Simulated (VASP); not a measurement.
A run of VASP 6.6.1 is set up as follows.

File INCAR:

```
PREC = Accurate ; ENCUT = 520
EDIFF = 1E-6 ; ISMEAR = 0
SIGMA = 0.05 ; LREAL = False
LASPH = True ; NELM = 80
ALGO = Normal ; ISIF = 2
LWAVE = False ; LCHARG = False
GGA = PE ; NBANDS = 20
```

The input KPOINTS:

```
regular mesh
0
Gamma
  8 8 8
```

POSCAR

```
CdF2
1.0
    0.0000000000      2.7106136721      2.5018964193
    2.7106136721      0.0000000000      2.5018964193
    2.7106136721      2.7106136721      0.0000000000
Cd F
1 2
Direct
    0.0000000000      0.0000000000      0.0000000000
    0.2500000000      0.2500000000      0.2500000000
    0.7500000000      0.7500000000      0.7500000000
```

Potentials or basis: VASP PAW PBE potentials, release 64 (Cd, F).

Command:

```sh
$ cat potpaw_PBE.64/Cd/POTCAR potpaw_PBE.64/F/POTCAR > POTCAR
$ mpirun -np 1 vasp_std > vasp.out
```

(1) Estimate the pressure.

(2) Estimate the band gap on the k mesh.

Answers

(1) 14.9 GPa.

(2) 3.09 eV (least direct gap 3.57 eV).

Caveat: the cell stands under pressure.
